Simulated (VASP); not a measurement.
# KF (Fm-3m) in VASP: notebook

KF is run at these levels: PBE, LDA, r2SCAN, HSE06; tasks: single point.

All numbers are computed with VASP 6.6.1; they aren't measurements. Logs are shortened: lines on timing, memory, paths and dates and some standing lists are left out, and cuts for length are marked.

### Step 1. The cell of the first run

Symmetry: Fm-3m, No. 225, cubic system. Conventional cell: a = 5.318 Å, b = 5.318 Å, c = 5.318 Å, α = 90.00°, β = 90.00°, γ = 90.00°. K (site symmetry m-3m) has 6 F at 2.66 Å within 3.5 Å. Within 3.5 Å of F (site symmetry m-3m) lie 6 K at 2.66 Å.

### Step 2. Single point, PBE

File INCAR:

```
ALGO = Normal
EDIFF = 1E-7
ENCUT = 520
GGA = PE
ISIF = 2
ISMEAR = 0
LASPH = True
LCHARG = False
LREAL = False
LWAVE = False
NBANDS = 15
NELM = 60
PREC = Accurate
SIGMA = 0.01
```

File KPOINTS:

```
k-points
0
Gamma
  4 4 4
```

File POSCAR:

```
KF
1.0
    0.0000000000      2.6589566750      2.6589566750
    2.6589566750      0.0000000000      2.6589566750
    2.6589566750      2.6589566750      0.0000000000
K F
1 1
Direct
    0.0000000000      0.0000000000      0.0000000000
    0.5000000000      0.5000000000      0.5000000000
```

Potentials or basis: VASP PAW PBE potentials, release 64 (K_sv, F).

Run with:

```console
$ cat potpaw_PBE.64/K_sv/POTCAR potpaw_PBE.64/F/POTCAR > POTCAR
$ mpirun -np 1 vasp_std > vasp.out
```

OUTCAR:

```text
EDIFF = 1E-7
   ENCUT = 520
   GGA = PE
   ISIF = 2
   ISMEAR = 0
   LASPH = True
   LREAL = False
   NELM = 60
   PREC = Accurate

 ion  position               nearest neighbor table
   1  0.000  0.000  0.000-   2 2.66   2 2.66   2 2.66   2 2.66   2 2.66   2 2.66
   2  0.500  0.500  0.500-   1 2.66   1 2.66   1 2.66   1 2.66   1 2.66   1 2.66

  LATTYP: Found a face centered cubic cell.
 ALAT       =     5.3179133500

  Lattice vectors:

 A1 = (   0.0000000000,   2.6589566750,   2.6589566750)
 A2 = (   2.6589566750,   0.0000000000,   2.6589566750)
 A3 = (   2.6589566750,   2.6589566750,   0.0000000000)

Analysis of symmetry for initial positions (statically):
=====================================================================
 Subroutine PRICEL returns:
 Original cell was already a primitive cell.

 Routine SETGRP: Setting up the symmetry group for a
 face centered cubic supercell.

 Subroutine GETGRP returns: Found 48 space group operations
 (whereof 48 operations were pure point group operations)
 out of a pool of 48 trial point group operations.

The static configuration has the point symmetry O_h .

Analysis of symmetry for dynamics (positions and initial velocities):
=====================================================================
 Subroutine PRICEL returns:
 Original cell was already a primitive cell.

 Routine SETGRP: Setting up the symmetry group for a
 face centered cubic supercell.

 Subroutine GETGRP returns: Found 48 space group operations
 (whereof 48 operations were pure point group operations)
 out of a pool of 48 trial point group operations.

The dynamic configuration has the point symmetry O_h .

 Subroutine INISYM returns: Found 48 space group operations
 (whereof 48 operations are pure point group operations),
 and found     1 'primitive' translations

----------------------------------------------------------------------------------------

                                     Primitive cell

  volume of cell :      37.5979

  direct lattice vectors                    reciprocal lattice vectors
     0.000000000  2.658956675  2.658956675    -0.188043681  0.188043681  0.188043681
     2.658956675  0.000000000  2.658956675     0.188043681 -0.188043681  0.188043681
     2.658956675  2.658956675  0.000000000     0.188043681  0.188043681 -0.188043681

  length of vectors
     3.760332592  3.760332592  3.760332592     0.325701209  0.325701209  0.325701209

  position of ions in fractional coordinates (direct lattice)
     0.000000000  0.000000000  0.000000000
     0.500000000  0.500000000  0.500000000

  ion indices of the primitive-cell ions
   primitive index   ion index
                 1           1
                 2           2

----------------------------------------------------------------------------------------

 KPOINTS: k-points

Automatic generation of k-mesh.
 Grid dimensions read from file:
 generate k-points for:    4    4    4

 Generating k-lattice:

  Cartesian coordinates                     Fractional coordinates (reciprocal lattice)
    -0.047010920  0.047010920  0.047010920     0.250000000  0.000000000  0.000000000
     0.047010920 -0.047010920  0.047010920     0.000000000  0.250000000  0.000000000
     0.047010920  0.047010920 -0.047010920     0.000000000  0.000000000  0.250000000

  Length of vectors
     0.081425302  0.081425302  0.081425302

  Shift w.r.t. Gamma in fractional coordinates (k-lattice)
     0.000000000  0.000000000  0.000000000

 Subroutine IBZKPT returns following result:
 ===========================================

 Found      8 irreducible k-points:

 Following reciprocal coordinates:
            Coordinates               Weight
  0.000000  0.000000  0.000000      1.000000
  0.250000  0.000000  0.000000      8.000000
  0.500000  0.000000  0.000000      4.000000
  0.250000  0.250000  0.000000      6.000000
  0.500000  0.250000  0.000000     24.000000
 -0.250000  0.250000  0.000000     12.000000
  0.500000  0.500000  0.000000      3.000000
 -0.250000  0.500000  0.250000      6.000000
   k-points           NKPTS =      8   k-points in BZ     NKDIM =      8   number of bands    NBANDS=     15
   number of dos      NEDOS =    301   number of ions     NIONS =      2
   total plane-waves  NPLWV =  21952
   dimension x,y,z NGX =    28 NGY =   28 NGZ =   28
   dimension x,y,z NGXF=    56 NGYF=   56 NGZF=   56
   ions per type =               1   1
   NGX,Y,Z   is equivalent  to a cutoff of  12.38, 12.38, 12.38 a.u.
   NGXF,Y,Z  is equivalent  to a cutoff of  24.76, 24.76, 24.76 a.u.
 SYSTEM =  unknown system
   PREC   = accura    normal or accurate (medium, high low for compatibility)
   ISTART =      0    job   : 0-new  1-cont  2-samecut
   ICHARG =      2    charge: 1-file 2-atom 10-const
   ISPIN  =      1    spin polarized calculation?
   LNONCOLLINEAR =      F non collinear calculations
   LSORBIT =      F    spin-orbit coupling
   LASPH  =      T    aspherical Exc in radial PAW
   ENCUT  =  520.0 eV  38.22 Ry    6.18 a.u.   6.99  6.99  6.99*2*pi/ulx,y,z
   NELM   =     60;   NELMIN=  2; NELMDL= -5     # of ELM steps
   EDIFF  = 0.1E-06   stopping-criterion for ELM
   LREAL  =      F    real-space projection
   EDIFFG = 0.1E-05   stopping-criterion for IOM
   NSW    =      0    number of steps for IOM
   IBRION =     -1    ionic relax: 0-MD 1-quasi-New 2-CG
   NFREE  =      0    steps in history (QN), initial steepest desc. (CG)
   ISIF   =      2    stress and relaxation
   ISYM   =      2    0-nonsym 1-usesym 2-fastsym
   POTIM  = 0.5000    time-step for ionic-motion
   TEBEG  =    0.0;   TEEND  =   0.0 temperature during run
   PSTRESS=    0.0 pullay stress
   NELECT =      16.0000    total number of electrons
   NUPDOWN=      -1.0000    fix difference up-down
   EMIN   =  10.00;   EMAX   =-10.00  energy-range for DOS
   EFERMI =   0.00;   METHOD = LEGACY
   ISMEAR =     0;   SIGMA  =   0.01  broadening in eV -4-tet -1-fermi 0-gaus
   EFERMI_NEDOS =   21; number of points for ismear=-14 and -15
   IALGO  =     38    algorithm
   IMIX   =      4    mixing-type and parameters
     AMIX     =   0.40;   BMIX     =  1.00
     AMIX_MAG =   1.60;   BMIX_MAG =  1.00
  volume/ion in A,a.u.               =      18.80       126.86
  Fermi-wavevector in a.u.,A,eV,Ry     =   1.231384  2.326979 20.630609  1.516307
  Thomas-Fermi vector in A             =   2.366196
   LORBIT       =      0    0 simple, 1 ext, 2 COOP (PROOUT), +10 PAW based schemes
   GGA     = PE    functional components
   LHFCALC =     F    Hartree Fock is set to
   AEXX    =    0.0000 exact exchange contribution
   IVDW    =     0    specifies the selected vdW correction
   LEPSILON=     F    determine dielectric tensor
   LRPA    =     F    only Hartree local field effects (RPA)
 non-spin polarized calculation
 Gauss-broadening in eV      SIGMA  =   0.01
  energy-cutoff  :      520.00
  volume of cell :       37.60
 maximum number of plane-waves:      1036
   NGX = 13   NGY = 13   NGZ = 13

 number of electron      16.0000010 magnetization

 Free energy of the ion-electron system (eV)
  ---------------------------------------------------
  ext. energy  EPLUGINS =         0.00000000
  ---------------------------------------------------
  free energy    TOTEN  =        -8.28358483 eV

  energy without entropy =       -8.28358483  energy(sigma->0) =       -8.28358483

 E-fermi :  -2.6290     XC(G=0):  -8.4697

 val. band max:       -2.7650401321   @ k =   0.0000   0.0000   0.0000
 cond. band min:       3.4772748796   @ k =   0.0000   0.0000   0.0000
 fundamental gap:      6.2423150117
 Fermi energy:        -2.6290282968

 k-point     1 :       0.0000    0.0000    0.0000
  band No.  band energies     occupation
      1     -28.8628      2.00000
      2     -21.4289      2.00000
      3     -12.1024      2.00000
      4     -12.1024      2.00000
      5     -12.1024      2.00000
      6      -2.7650      2.00000
      7      -2.7650      2.00000
      8      -2.7650      2.00000
      9       3.4773      0.00000
     10       7.9544      0.00000
     11       7.9544      0.00000
     12       7.9544      0.00000
     13       9.6456      0.00000
     14       9.6456      0.00000
     15      14.2714      0.00000

 k-point     2 :       0.2500    0.0000    0.0000
  band No.  band energies     occupation
      1     -28.8125      2.00000
      2     -21.4765      2.00000
      3     -12.2451      2.00000
      4     -12.1214      2.00000
      5     -12.1214      2.00000
      6      -3.2111      2.00000
      7      -2.9483      2.00000
      8      -2.9483      2.00000
      9       5.0051      0.00000
     10       7.3710      0.00000
     11       8.6950      0.00000
     12       8.6950      0.00000
     13      10.2521      0.00000
     14      10.2521      0.00000
     15      16.0404      0.00000

 k-point     3 :       0.5000    0.0000    0.0000
  band No.  band energies     occupation
      1     -28.7613      2.00000
      2     -21.5247      2.00000
      3     -12.3848      2.00000
      4     -12.1399      2.00000
      5     -12.1399      2.00000
      6      -3.5735      2.00000
      7      -3.1238      2.00000
      8      -3.1238      2.00000
      9       6.3641      0.00000
     10       7.9499      0.00000
     11       9.3759      0.00000
     12       9.3759      0.00000
     13      11.6319      0.00000
     14      11.6319      0.00000
     15      13.5336      0.00000
[... 55 lines left out ...]
 k-point     7 :       0.5000    0.5000    0.0000
  band No.  band energies     occupation
      1     -28.7394      2.00000
      2     -21.4490      2.00000
      3     -12.6853      2.00000
      4     -12.3229      2.00000
      5     -12.3229      2.00000
      6      -2.9703      2.00000
      7      -2.8190      2.00000
      8      -2.8189      2.00000
      9       5.4473      0.00000
     10       7.6195      0.00000
     11       9.1639      0.00000
     12      10.9245      0.00000
     13      11.5533      0.00000
     14      11.5533      0.00000
     15      13.2325      0.00000

 k-point     8 :      -0.2500    0.5000    0.2500
  band No.  band energies     occupation
      1     -28.7363      2.00000
      2     -21.4759      2.00000
      3     -12.5065      2.00000
      4     -12.5065      2.00000
      5     -12.1918      2.00000
      6      -3.1800      2.00000
      7      -2.9254      2.00000
      8      -2.9254      2.00000
      9       7.0172      0.00000
     10       7.0172      0.00000
     11       8.5157      0.00000
     12      10.7501      0.00000
     13      11.5626      0.00000
     14      12.3042      0.00000
     15      13.5084      0.00000

------------------------ aborting loop because EDIFF is reached ----------------------------------------

  FORCE on cell =-STRESS in cart. coord.  units (eV):
  Direction    XX          YY          ZZ          XY          YZ          ZX
  --------------------------------------------------------------------------------------
  -------------------------------------------------------------------------------------
  Total        0.4601632      0.4601632      0.4601632     -0.0000000      0.0000000     -0.0000000
  in kB       19.6091443     19.6091443     19.6091443     -0.0000000      0.0000000     -0.0000000
  external PRESSURE =      19.6091443 kB  Pullay stress =       0.0000000 kB

 VOLUME and BASIS-vectors are now :
 -----------------------------------------------------------------------------
  energy-cutoff  :      520.00
  volume of cell :       37.60
      direct lattice vectors                 reciprocal lattice vectors
     0.000000000  2.658956675  2.658956675    -0.188043681  0.188043681  0.188043681
     2.658956675  0.000000000  2.658956675     0.188043681 -0.188043681  0.188043681
     2.658956675  2.658956675  0.000000000     0.188043681  0.188043681 -0.188043681

 POSITION                                       TOTAL-FORCE (eV/Angst)
 -----------------------------------------------------------------------------------
      0.00000      0.00000      0.00000         0.000000     -0.000000      0.000000
      2.65896      2.65896      2.65896         0.000000      0.000000     -0.000000
 -----------------------------------------------------------------------------------
    total drift:                                0.000000      0.000000      0.000000

  FREE ENERGIE OF THE ION-ELECTRON SYSTEM (eV)
  ---------------------------------------------------
  free  energy   TOTEN  =        -8.2835848292 eV

  energy  without entropy=       -8.2835848292  energy(sigma->0) =       -8.28358483
```

Wall time 6.9 s (1 thread of Intel Xeon 8259CL, shared host); peak memory 0.15 GiB.

What came out:

```
Free energy            : -8.2836 eV
Pressure               : 2.0 GPa
Band gap on the k mesh : 6.24 eV
```

Caveat: the k points lie up to 0.51 Å⁻¹ apart.

### Step 3. Single point, LDA

File INCAR:

```
  ALGO = Normal
  EDIFF = 1E-6
  ENCUT = 520
  GGA = CA
  ISIF = 2
  ISMEAR = 0
  LASPH = True
  LCHARG = False
  LREAL = False
  LWAVE = False
  NBANDS = 15
  NELM = 60
  PREC = Accurate
  SIGMA = 0.01
```

KPOINTS is that of step 2.

POSCAR is that of step 2.

Potentials or basis: VASP PAW LDA potentials, release 64 (K_sv, F).

Run with:

```console
$ cat potpaw_LDA.64/K_sv/POTCAR potpaw_LDA.64/F/POTCAR > POTCAR
$ mpirun -np 1 vasp_std > vasp.out
```

Run time: 8.1 s. Hardware: 1 thread of Intel Xeon 8259CL, shared host; peak memory 0.13 GiB.

It converged, with:

* Free energy: -9.0445 eV
* Pressure: -3.0 GPa
* Band gap on the k mesh: 5.87 eV

Levels at points of the mesh, in eV from the valence-band top:
| k point | band 5 | band 6 | band 7 | band 8 | band 9 | band 10 | band 11 | band 12 |
| --- | --- | --- | --- | --- | --- | --- | --- | --- |
| (0.00, 0.00, 0.00) | -9.05 | 0.00 | 0.00 | 0.00 | 5.87 | 10.55 | 10.55 | 10.55 |
| (0.50, 0.00, 0.00) | -9.09 | -0.86 | -0.38 | -0.38 | 8.84 | 10.32 | 12.03 | 12.03 |
| (0.50, 0.50, 0.00) | -9.29 | -0.21 | -0.05 | -0.05 | 7.91 | 10.19 | 11.51 | 13.66 |

Caveat: the k points lie up to 0.51 Å⁻¹ apart. Expect the measured gap to be larger: semilocal functionals such as LDA lack the derivative discontinuity.

### Step 4. Single point, r2SCAN

POSCAR is that of step 3.

File INCAR.step1:

```
SYSTEM = KF
ALGO = Normal
EDIFF = 1E-4
ENCUT = 520
GGA = PE
ISMEAR = 0
LASPH = .TRUE.
LCHARG = .FALSE.
LREAL = .FALSE.
LWAVE = .TRUE.
NBANDS = 15
NELM = 80
PREC = Accurate
SIGMA = 0.01
```

File INCAR.step2:

```
SYSTEM = KF
ALGO = Normal
EDIFF = 1E-7
ENCUT = 520
ISIF = 2
ISMEAR = 0
ISTART = 1
LASPH = .TRUE.
LCHARG = .FALSE.
LMIXTAU = .TRUE.
LREAL = .FALSE.
LWAVE = .FALSE.
METAGGA = R2SCAN
NBANDS = 15
NELM = 80
PREC = Accurate
SIGMA = 0.01
```

File KPOINTS:

```
k-points
0
G
  4 4 4
  0 0 0
```

Potentials or basis: VASP PAW PBE potentials, release 64 (K_sv, F).

Run with:

```console
$ cat potpaw_PBE.64/K_sv/POTCAR potpaw_PBE.64/F/POTCAR > POTCAR
$ cp INCAR.step1 INCAR
$ mpirun -np 1 vasp_std > vasp.out
$ cp INCAR.step2 INCAR
$ mpirun -np 1 vasp_std > vasp.out
```

Run time: 67 s. Hardware: 1 thread of Intel Xeon 8259CL, shared host; peak memory 0.16 GiB.

Results (log left out):

```
Free energy            : -14.9729 eV
Pressure               : 0.0 GPa
Band gap on the k mesh : 6.91 eV
```

Levels at points of the mesh, in eV from the valence-band top:
```
           k point  band 5  band 6  band 7  band 8  band 9  band 10  band 11  band 12
(0.00, 0.00, 0.00)   -9.56    0.00    0.00    0.00    6.91    11.49    11.49    11.49
(0.50, 0.00, 0.00)   -9.59   -0.78   -0.35   -0.35    9.74    11.36    12.99    12.99
(0.50, 0.50, 0.00)   -9.78   -0.20   -0.05   -0.05    8.78    11.31    12.54    14.71
```

Caveat: the k points lie up to 0.51 Å⁻¹ apart; the PAW data sets were made with another functional, which shifts forces and pressure a little.

(Continued in part 2 of 2.)
